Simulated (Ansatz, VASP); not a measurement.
**One calculation of KZnF3, two programs**

```
CELL_PARAMETERS angstrom
4.04742 0.00000 0.00000
0.00000 4.04742 0.00000
0.00000 0.00000 4.04742
ATOMIC_POSITIONS crystal
K 0.00000 0.00000 0.00000
Zn 0.50000 0.50000 0.50000
F 0.00000 0.50000 0.50000
F 0.50000 0.00000 0.50000
F 0.50000 0.50000 0.00000
```

Alike in both runs: task relaxation of cell and atoms; functional PBE; k mesh 6 × 6 × 6; occupations gaussian, width 0.02 eV; no spin polarisation.

|  | VASP | Ansatz |
| --- | --- | --- |
| version | VASP 6.6.1 | Ansatz 0.2.0 |
| potentials or method | VASP PAW PBE potentials, release 64 (K_sv, Zn, F), cutoff 600 eV | scalar-relativistic, plane waves, PAW |
| valence electrons in the cell | 42 | 42 |

|  | VASP | Ansatz | Ansatz less VASP |
| --- | --- | --- | --- |
| gap on the k mesh at the Fermi level, each at its own relaxed structure (eV) | 3.64 | 3.71 | +0.069 |
| relaxed volume (Å³/atom) | 14.11 | 14.06 | -0.042 |
| relaxed length of the cell vector where the two differ most in proportion (Å) | 4.132 | 4.128 | -0.0041 |
